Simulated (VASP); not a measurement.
Input of a VASP 6.6.1 run:

The input INCAR:

```
  ALGO = Normal
  EDIFF = 1E-6
  ENCUT = 520
  GGA = PS
  ISIF = 2
  ISMEAR = 0
  LASPH = True
  LCHARG = False
  LREAL = False
  LWAVE = False
  NBANDS = 11
  NELM = 80
  PREC = Accurate
  SIGMA = 0.01
```

The input KPOINTS:

```
k-points
0
Gamma
  6 6 6
```

POSCAR

```
BAs
1.0
    0.0000000000      2.3670773213      2.3670773213
    2.3670773213      0.0000000000      2.3670773213
    2.3670773213      2.3670773213      0.0000000000
B As
1 1
Direct
    0.0000000000      0.0000000000      0.0000000000
    0.2500000000      0.2500000000      0.2500000000
```

Potentials or basis: VASP PAW PBE potentials, release 64 (B, As).

The run is started by

```bash
$ cat potpaw_PBE.64/B/POTCAR potpaw_PBE.64/As/POTCAR > POTCAR
$ mpirun -np 1 vasp_std > vasp.out
```

Estimate the pressure.

4.1 GPa.

Estimate the band gap on the k mesh.

1.16 eV, indirect (least direct gap 3.27 eV).

Caveat: the PAW data sets were made with another functional, which shifts forces and pressure a little. As with any semilocal functional, this PBEsol gap is likely too small.
